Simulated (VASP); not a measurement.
Here is a VASP 6.6.1 calculation.

File INCAR:

```
ALGO     = Fast           # electronic algorithm
EDIFF    = 1E-6           # SCF threshold, eV
ENCUT    = 520            # plane-wave cutoff, eV
GGA      = PE             # functional
ISIF     = 2              # what is computed and relaxed
ISMEAR   = 0              # smearing method
LASPH    = T              # aspherical terms in the spheres
LCHARG   = F              # write CHGCAR
LREAL    = F              # projectors in reciprocal space
LWAVE    = F              # write WAVECAR
NBANDS   = 14             # bands
NELM     = 60             # most SCF steps
PREC     = Accurate       # precision mode
SIGMA    = 0.017          # smearing width, eV
```

Contents of KPOINTS:

```
k-points
0
Gamma
  8 8 8
```

Contents of POSCAR:

```
TiAl
1.0
    3.1790640000      0.0000000000      0.0000000000
    0.0000000000      3.1790640000      0.0000000000
    0.0000000000      0.0000000000      3.1790640000
Ti Al
1 1
Direct
    0.0000000000      0.0000000000      0.0000000000
    0.5000000000      0.5000000000      0.5000000000
```

Potentials or basis: VASP PAW PBE potentials, release 64 (Ti_sv, Al).

Command:

```console
$ cat potpaw_PBE.64/Ti_sv/POTCAR potpaw_PBE.64/Al/POTCAR > POTCAR
$ mpirun -np 1 vasp_std > vasp.out
```

Task: Predict the pressure.

Result: 0.6 GPa.
